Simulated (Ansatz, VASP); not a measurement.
## TaBeBi3: VASP beside Ansatz

Contents of INCAR:

```
SYSTEM = TaBeBi3
PREC = Accurate
ENCUT = 600
EDIFF = 1E-6
ISMEAR = 0
SIGMA = 0.1
LREAL = .FALSE.
LASPH = .TRUE.
NELM = 80
ALGO = Fast
ISIF = 3
LWAVE = .FALSE.
LCHARG = .FALSE.
GGA = PE
IBRION = 2
NSW = 100
EDIFFG = -0.01
```

KPOINTS

```
regular mesh
0
G
  8 8 8
  0 0 0
```

The input POSCAR:

```
TaBeBi3
1.0
    5.0322716880      0.0000000000      0.0000000000
    0.0000000000      5.0322716880      0.0000000000
    0.0000000000      0.0000000000      5.0322716880
Ta Be Bi
1 1 3
Direct
    0.0000000000      0.0000000000      0.0000000000
    0.5000000000      0.5000000000      0.5000000000
    0.0000000000      0.5000000000      0.5000000000
    0.5000000000      0.0000000000      0.5000000000
    0.5000000000      0.5000000000      0.0000000000
```

Input for Ansatz:

```yaml
crystal:
  lattice:
    - [5.032271688, 0.0, 0.0]
    - [0.0, 5.032271688, 0.0]
    - [0.0, 0.0, 5.032271688]
  atoms:
    - { symbol: Ta, position: [0.0, 0.0, 0.0] }
    - { symbol: Be, position: [0.5, 0.5, 0.5] }
    - { symbol: Bi, position: [0.0, 0.5, 0.5] }
    - { symbol: Bi, position: [0.5, 0.0, 0.5] }
    - { symbol: Bi, position: [0.5, 0.5, 0.0] }
basis:
  ecutwfc: 420
kpoints:
  mp_grid: { grid: [8, 8, 8] }
hamiltonian:
  xc: pbe
scf:
  occupations: { method: gaussian, width: 0.1 }
output:
  forces: true
  stress: true
  eigenvalues: true
relax:
  adjacent_minimum: "off"
  f_tol: 0.01
  max_steps: 80
  cell: { stress_tol: 0.05 }
```

Alike in both runs: task relaxation of cell and atoms; functional PBE; k mesh 8 × 8 × 8; occupations gaussian, width 0.1 eV; no spin polarisation.

|  | VASP | Ansatz |
| --- | --- | --- |
| version | VASP 6.6.1 | Ansatz 0.2.0 |
| potentials or method | VASP PAW PBE potentials, release 64 (Ta_pv, Be, Bi_d), cutoff 600 eV | scalar-relativistic, plane waves, PAW |
| valence electrons in the cell | 58 | 60 |

|  | VASP | Ansatz | Ansatz less VASP |
| --- | --- | --- | --- |
| gap on the k mesh at the Fermi level, each at its own relaxed structure (eV) | none | none | - |
| relaxed volume (Å³/atom) | 25.20 | 25.23 | +0.028 |
| relaxed length of the cell vector where the two differ most in proportion (Å) | 5.013 | 5.015 | +0.0018 |

A gap of «none» marks a metal or a gap that the smearing closes. VASP's potentials hold 58 valence electrons a cell and Ansatz's 60, so a difference there can come from the potentials and not from the codes.

Spin-orbit coupling is off throughout.
